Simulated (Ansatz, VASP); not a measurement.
## Mo: VASP beside Ansatz

Contents of POSCAR:

```
Mo
1.0
   -1.5734150000      1.5734150000      1.5734150000
    1.5734150000     -1.5734150000      1.5734150000
    1.5734150000      1.5734150000     -1.5734150000
Mo
1
Direct
    0.0000000000      0.0000000000      0.0000000000
```

INCAR.step1

```
SYSTEM = Mo
PREC     = Accurate       ! precision mode
ENCUT    = 520            ! plane-wave cutoff, eV
ISMEAR   = 0              ! smearing method
SIGMA    = 0.1            ! smearing width, eV
LREAL    = .False.        ! projectors in reciprocal space
LASPH    = .True.         ! aspherical terms in the spheres
NELM     = 60             ! most SCF steps
NBANDS   = 13             ! bands
GGA      = PE             ! functional
ALGO     = Normal         ! electronic algorithm
EDIFF    = 1E-4           ! SCF threshold, eV
LWAVE    = .True.         ! write WAVECAR
LCHARG   = .False.        ! write CHGCAR
```

INCAR.step2

```
SYSTEM = Mo
PREC     = Accurate       ! precision mode
ENCUT    = 520            ! plane-wave cutoff, eV
EDIFF    = 1E-6           ! SCF threshold, eV
ISMEAR   = 0              ! smearing method
SIGMA    = 0.1            ! smearing width, eV
LREAL    = .False.        ! projectors in reciprocal space
LASPH    = .True.         ! aspherical terms in the spheres
NELM     = 60             ! most SCF steps
ALGO     = Normal         ! electronic algorithm
ISIF     = 2              ! what is computed and relaxed
LWAVE    = .False.        ! write WAVECAR
LCHARG   = .True.         ! write CHGCAR
METAGGA  = R2SCAN         ! meta-GGA
LMIXTAU  = .True.       
LELF     = .True.         ! ELF
LVHAR    = .True.       
NBANDS   = 13             ! bands
ISTART   = 1
```

File KPOINTS:

```
regular mesh
0
Gamma
  8 8 8
  0 0 0
```

Input for Ansatz:

```yaml
crystal:
  lattice:
    - [-1.573415, 1.573415, 1.573415]
    - [1.573415, -1.573415, 1.573415]
    - [1.573415, 1.573415, -1.573415]
  atoms:
    - { symbol: Mo, position: [0.0, 0.0, 0.0] }
basis:
  ecutwfc: 500
kpoints:
  mp_grid: { grid: [8, 8, 8] }
hamiltonian:
  xc: r2scan
  pseudopotentials: { kind: paw }
scf:
  occupations: { method: gaussian, width: 0.1 }
output:
  forces: true
  stress: true
  eigenvalues: true
```

Alike in both runs: task single point; functional r2SCAN; k mesh 8 × 8 × 8; occupations gaussian, width 0.1 eV; no spin polarisation.

|  | VASP | Ansatz |
| --- | --- | --- |
| version | VASP 6.6.1 | Ansatz 0.2.0 |
| potentials or method | VASP PAW PBE potentials, release 64 (Mo_sv), cutoff 520 eV | scalar-relativistic, plane waves, PAW |
| valence electrons in the cell | 14 | 14 |

Ansatz gave:

```
gap on the k mesh at the Fermi level (eV) : none
pressure (GPa)                            : 1.9
```

**Question.** Estimate VASP's values.

**Answer.** gap on the k mesh at the Fermi level (eV): none; pressure (GPa): 3.1.

VASP's potentials were made for PBE, not for r2SCAN. A gap of «none» marks a metal or a gap that the smearing closes. The functional is the same, so the differences come from potentials, cutoffs and numerics.
